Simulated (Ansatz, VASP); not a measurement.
## PtS2: VASP beside Ansatz

```
Pt S
1.0
     3.55264    0.00000    0.00000
    -1.77632    3.07668    0.00000
     0.00000    0.00000    5.22619
Pt S
1 2
Cartesian
  0.0000 0.0000 0.0000
  0.0000 2.0511 1.2281
  1.7763 1.0256 3.9981
```

Change from the starting cell: uniaxial_z strain +2.0%.

Alike in both runs: task single point; functional r2SCAN; k mesh 12 × 12 × 6; no spin polarisation.

|  | VASP | Ansatz |
| --- | --- | --- |
| version | VASP 6.6.1 | Ansatz 0.2.0 |
| potentials or method | VASP PAW PBE potentials, release 64 (Pt, S) | plane waves, PAW |
| plane-wave cutoff (eV) | 520 | 500 |
| occupations | gaussian, width 0.01 eV | fixed |
| valence electrons in the cell | 22 | 30 |

```tsv
	VASP	Ansatz	Ansatz less VASP
gap on the k mesh at the Fermi level (eV)	0.94	0.95	+0.007
pressure (GPa)	0.7	0.8	+0.08
traceless stress, the component that is largest in VASP (GPa)	0.06	0.08	+0.018
rms of the force components (eV/Å)	0.022	0.020	-0.0022
```

VASP's potentials were made for PBE, not for r2SCAN. Atom by atom the forces differ by 0.002 eV/Å (rms over components). VASP's potentials hold 22 valence electrons a cell and Ansatz's 30, so a difference there can come from the potentials and not from the codes.

Neither program's run includes spin-orbit coupling.
